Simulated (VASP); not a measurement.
# MgO (P6_3/mmc) in VASP: a series of runs

MgO is run at these levels: PBE; tasks: single point.

Program: VASP 6.6.1. These are calculated values, not measurements. Logs are shortened: lines on timing, memory, paths and dates and some standing lists are left out, and cuts for length are marked.

## Step 1: The cell of the first run

The structure is hexagonal, space group P6_3/mmc (No. 194). Conventional cell: a = 3.486 Å, b = 3.486 Å, c = 4.241 Å, α = 90.00°, β = 90.00°, γ = 120.00°. Mg (site symmetry -6m2) has 5 O at 2.01 to 2.12 Å within 2.7 Å. O (site symmetry -6m2) has 5 Mg at 2.01 to 2.12 Å within 2.7 Å.

## Step 2: Single point, PBE (strain +0.000 along x and y, +0.015 along z)

INCAR

```
SYSTEM = MgO
  PREC = Accurate
  ENCUT = 520
  EDIFF = 1E-6
  ISMEAR = 0
  SIGMA = 0.05
  LREAL = .False.
  LASPH = .True.
  NELM = 80
  ALGO = Normal
  ISIF = 2
  LWAVE = .False.
  LCHARG = .False.
  GGA = PE
  NBANDS = 16
```

KPOINTS

```
Automatic mesh
0
Gamma
  6 6 6
  0 0 0
```

POSCAR

```
MgO
1.0
    3.4863778627      0.0000000000      0.0000000000
   -1.7431889314      3.0192917963      0.0000000000
    0.0000000000      0.0000000000      4.2407118383
Mg O
2 2
Direct
    0.6666666667      0.3333333333      0.7500000000
    0.3333333333      0.6666666667      0.2500000000
    0.6666666667      0.3333333333      0.2500000000
    0.3333333333      0.6666666667      0.7500000000
```

Potentials or basis: VASP PAW PBE potentials, release 64 (Mg, O).

Run with:

```console
$ cat potpaw_PBE.64/Mg/POTCAR potpaw_PBE.64/O/POTCAR > POTCAR
$ mpirun -np 1 vasp_std > vasp.out
```

OUTCAR:

```text
SYSTEM = MgO
   PREC = Accurate
   ENCUT = 520
   EDIFF = 1E-6
   ISMEAR = 0
   LREAL = .False.
   LASPH = .True.
   NELM = 80
   ISIF = 2
   GGA = PE

 ion  position               nearest neighbor table
   1  0.667  0.333  0.750-   4 2.01   4 2.01   4 2.01   3 2.12   3 2.12   2 2.92   2 2.92   2 2.92
                             2 2.92   2 2.92   2 2.92
   2  0.333  0.667  0.250-   3 2.01   3 2.01   3 2.01   4 2.12   4 2.12   1 2.92   1 2.92   1 2.92
                             1 2.92   1 2.92   1 2.92
   3  0.667  0.333  0.250-   2 2.01   2 2.01   2 2.01   1 2.12   1 2.12
   4  0.333  0.667  0.750-   1 2.01   1 2.01   1 2.01   2 2.12   2 2.12

  LATTYP: Found a hexagonal cell.
 ALAT       =     3.4863778627
 C/A-ratio  =     1.2163660984

  Lattice vectors:

 A1 = (   3.4863778627,   0.0000000000,   0.0000000000)
 A2 = (  -1.7431889314,   3.0192917963,   0.0000000000)
 A3 = (   0.0000000000,   0.0000000000,   4.2407118383)

Analysis of symmetry for initial positions (statically):
=====================================================================
 Subroutine PRICEL returns:
 Original cell was already a primitive cell.

 Routine SETGRP: Setting up the symmetry group for a
 hexagonal supercell.

 Subroutine GETGRP returns: Found 24 space group operations
 (whereof 12 operations were pure point group operations)
 out of a pool of 24 trial point group operations.

The static configuration has the point symmetry D_3d.
 The point group associated with its full space group is D_6h.

Analysis of symmetry for dynamics (positions and initial velocities):
=====================================================================
 Subroutine PRICEL returns:
 Original cell was already a primitive cell.

 Routine SETGRP: Setting up the symmetry group for a
 hexagonal supercell.

 Subroutine GETGRP returns: Found 24 space group operations
 (whereof 12 operations were pure point group operations)
 out of a pool of 24 trial point group operations.

The dynamic configuration has the point symmetry D_3d.
 The point group associated with its full space group is D_6h.

 Subroutine INISYM returns: Found 24 space group operations
 (whereof 12 operations are pure point group operations),
 and found     1 'primitive' translations

----------------------------------------------------------------------------------------

                                     Primitive cell

  volume of cell :      44.6394

  direct lattice vectors                    reciprocal lattice vectors
     3.486377863  0.000000000  0.000000000     0.286830642  0.165601748  0.000000000
    -1.743188931  3.019291796  0.000000000     0.000000000  0.331203497  0.000000000
[... 96 lines left out ...]
   ISYM   =      2    0-nonsym 1-usesym 2-fastsym
   POTIM  = 0.5000    time-step for ionic-motion
   TEBEG  =    0.0;   TEEND  =   0.0 temperature during run
   PSTRESS=    0.0 pullay stress
   NELECT =      16.0000    total number of electrons
   NUPDOWN=      -1.0000    fix difference up-down
   EMIN   =  10.00;   EMAX   =-10.00  energy-range for DOS
   EFERMI =   0.00;   METHOD = LEGACY
   ISMEAR =     0;   SIGMA  =   0.05  broadening in eV -4-tet -1-fermi 0-gaus
   EFERMI_NEDOS =   21; number of points for ismear=-14 and -15
   IALGO  =     38    algorithm
   IMIX   =      4    mixing-type and parameters
     AMIX     =   0.40;   BMIX     =  1.00
     AMIX_MAG =   1.60;   BMIX_MAG =  1.00
  volume/ion in A,a.u.               =      11.16        75.31
  Fermi-wavevector in a.u.,A,eV,Ry     =   1.162899  2.197561 18.399627  1.352334
  Thomas-Fermi vector in A             =   2.299455
   LORBIT       =      0    0 simple, 1 ext, 2 COOP (PROOUT), +10 PAW based schemes
   GGA     = PE    functional components
   LHFCALC =     F    Hartree Fock is set to
   AEXX    =    0.0000 exact exchange contribution
   IVDW    =     0    specifies the selected vdW correction
   LEPSILON=     F    determine dielectric tensor
   LRPA    =     F    only Hartree local field effects (RPA)
 non-spin polarized calculation
 Gauss-broadening in eV      SIGMA  =   0.05
  energy-cutoff  :      520.00
  volume of cell :       44.64
 maximum number of plane-waves:      1252
 NGX is ok and might be reduce to    28
   NGX = 13   NGY = 13   NGZ = 15

 number of electron      15.9999991 magnetization

 Free energy of the ion-electron system (eV)
  ---------------------------------------------------
  ext. energy  EPLUGINS =         0.00000000
  ---------------------------------------------------
  free energy    TOTEN  =       -23.66877002 eV

  energy without entropy =      -23.66877002  energy(sigma->0) =      -23.66877002

 E-fermi :   2.2215     XC(G=0): -10.0124

 val. band max:        1.9343150917   @ k =   0.0000   0.0000   0.0000
 cond. band min:       5.2783540408   @ k =   0.0000   0.0000   0.0000
 fundamental gap:      3.3440389491
 Fermi energy:         2.2215335757

 k-point     1 :       0.0000    0.0000    0.0000
  band No.  band energies     occupation
      1     -14.9556      2.00000
      2     -13.6182      2.00000
      3      -1.7032      2.00000
      4       0.2282      2.00000
      5       0.2282      2.00000
      6       1.1113      2.00000
[... 433 lines left out ...]
      3      -1.6225      2.00000
      4      -1.6225      2.00000
      5       0.4634      2.00000
      6       0.4634      2.00000
[... 8 lines left out ...]
     15      16.5187      0.00000
     16      16.5187      0.00000

 [... further k-points ...]

------------------------ aborting loop because EDIFF is reached ----------------------------------------

  FORCE on cell =-STRESS in cart. coord.  units (eV):
  Direction    XX          YY          ZZ          XY          YZ          ZX
  --------------------------------------------------------------------------------------
  -------------------------------------------------------------------------------------
  Total        0.7070909      0.7070909      0.2125101     -0.0000000      0.0000000      0.0000000
  in kB       25.3785916     25.3785916      7.6273163     -0.0000000      0.0000000      0.0000000
  external PRESSURE =      19.4614998 kB  Pullay stress =       0.0000000 kB

 VOLUME and BASIS-vectors are now :
 -----------------------------------------------------------------------------
  energy-cutoff  :      520.00
  volume of cell :       44.64
      direct lattice vectors                 reciprocal lattice vectors
     3.486377863  0.000000000  0.000000000     0.286830642  0.165601748  0.000000000
    -1.743188931  3.019291796  0.000000000     0.000000000  0.331203497  0.000000000
     0.000000000  0.000000000  4.240711838     0.000000000  0.000000000  0.235809467

 POSITION                                       TOTAL-FORCE (eV/Angst)
 -----------------------------------------------------------------------------------
      1.74319      1.00643      3.18053         0.000000      0.000000      0.000000
     -0.00000      2.01286      1.06018        -0.000000     -0.000000      0.000000
      1.74319      1.00643      1.06018         0.000000     -0.000000      0.000000
     -0.00000      2.01286      3.18053        -0.000000      0.000000      0.000000
 -----------------------------------------------------------------------------------
    total drift:                                0.000000     -0.000000      0.000000

  FREE ENERGIE OF THE ION-ELECTRON SYSTEM (eV)
  ---------------------------------------------------
  free  energy   TOTEN  =       -23.6687700209 eV

  energy  without entropy=      -23.6687700209  energy(sigma->0) =      -23.66877002
```

OSZICAR:

```text
N       E                     dE             d eps       ncg     rms          rms(c)
DAV:   1     0.607119860288E+02    0.60712E+02   -0.74643E+03   896   0.884E+02
DAV:   2    -0.237978040028E+02   -0.84510E+02   -0.77816E+02  1272   0.195E+02
DAV:   3    -0.276389405920E+02   -0.38411E+01   -0.38321E+01  1016   0.434E+01
DAV:   4    -0.276545981683E+02   -0.15658E-01   -0.15657E-01  1080   0.319E+00
DAV:   5    -0.276546791471E+02   -0.80979E-04   -0.80979E-04  1000   0.219E-01    0.112E+01
DAV:   6    -0.237324080309E+02    0.39223E+01   -0.10425E+01   928   0.249E+01    0.358E+00
DAV:   7    -0.236852298807E+02    0.47178E-01   -0.15069E-01   920   0.314E+00    0.213E+00
DAV:   8    -0.236706481001E+02    0.14582E-01   -0.95005E-02   912   0.330E+00    0.524E-01
DAV:   9    -0.236678669224E+02    0.27812E-02   -0.65319E-03  1088   0.729E-01    0.115E-01
DAV:  10    -0.236687509386E+02   -0.88402E-03   -0.88998E-04   896   0.205E-01    0.336E-02
DAV:  11    -0.236687715048E+02   -0.20566E-04   -0.25361E-05   984   0.373E-02    0.204E-02
DAV:  12    -0.236687702756E+02    0.12292E-05   -0.97812E-06   912   0.248E-02    0.383E-03
DAV:  13    -0.236687700209E+02    0.25469E-06   -0.90489E-07   696   0.734E-03
   1 F= -.23668770E+02 E0= -.23668770E+02  d E =-.609798E-18
```

stdout:

```text
POSCAR found type information on POSCAR MgO
 POSCAR found :  2 types and       4 ions
 scaLAPACK will be used
 LDA part: xc-table for (Slater+PW92), standard interpolation
 POSCAR, INCAR and KPOINTS ok, starting setup
 FFT: planning ... GRIDC
 FFT: planning ... GRID_SOFT
 FFT: planning ... GRID
 WAVECAR not read
 entering main loop
```

Wall time 8.3 s (1 thread of Intel Xeon 6975P-C (Granite Rapids), shared host); peak memory 0.17 GiB.

What came out:

```yaml
Free_energy: -23.6688 eV
Pressure: 1.9 GPa
Band_gap_on_the_k_mesh: 3.34 eV, direct
```

Caveat: the cell differs from its parent crystal (strain +0.000 along x and y, +0.015 along z).

(Part 1 of 2 ends here.)
